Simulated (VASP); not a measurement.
Write the native input for VASP 6.6.1 that does the following.

```
Task                   : single point
Functional             : PBEsol
Potentials or basis    : VASP PAW PBE potentials, release 64 (Cd, F)
Cutoff                 : 520 eV
k mesh                 : 9 × 9 × 9
Occupations            : fermi-dirac, width 0.05 eV
Spin                   : no spin polarisation
Dipole correction      : no
Further INCAR settings : ALGO = Normal; EDIFF = 1e-07; NBANDS = 20
```

The structure of CdF2 lies in POSCAR:

```
CdF2
1.0
    0.0000000000      2.6940000000      2.6940000000
    2.6940000000      0.0000000000      2.6940000000
    2.6940000000      2.6940000000      0.0000000000
Cd F
1 2
Direct
    0.0000000000      0.0000000000      0.0000000000
    0.7500000000      0.7500000000      0.7500000000
    0.2500000000      0.2500000000      0.2500000000
```

One way to write it, as run:

INCAR

```
SYSTEM = CdF2
PREC = Accurate ; ENCUT = 520
EDIFF = 1E-7 ; ISMEAR = -1
SIGMA = 0.05 ; LREAL = .False.
LASPH = .True. ; NELM = 60
ALGO = Normal ; ISIF = 2
LWAVE = .False. ; LCHARG = .True.
GGA = PS ; LELF = .True.
LVHAR = .True. ; NBANDS = 20
```

KPOINTS

```
Automatic mesh
0
Gamma
  9 9 9
  0 0 0
```

Potentials or basis: VASP PAW PBE potentials, release 64 (Cd, F).

The run is started by

```console
$ cat potpaw_PBE.64/Cd/POTCAR potpaw_PBE.64/F/POTCAR > POTCAR
$ mpirun -np 1 vasp_std > vasp.out
```

It gave:

```yaml
Pressure: 0.5 GPa
Band_gap_on_the_k_mesh: 2.93 eV, indirect (least direct gap 3.39 eV)
```

Caveat: the PAW data sets were made with another functional, which shifts forces and pressure a little.

Wall time 18 s on 1 thread of Intel(R) Xeon(R) Platinum 8375C CPU @ 2.90GHz (Ice Lake), with other jobs on the host, peak memory 0.17 GiB.
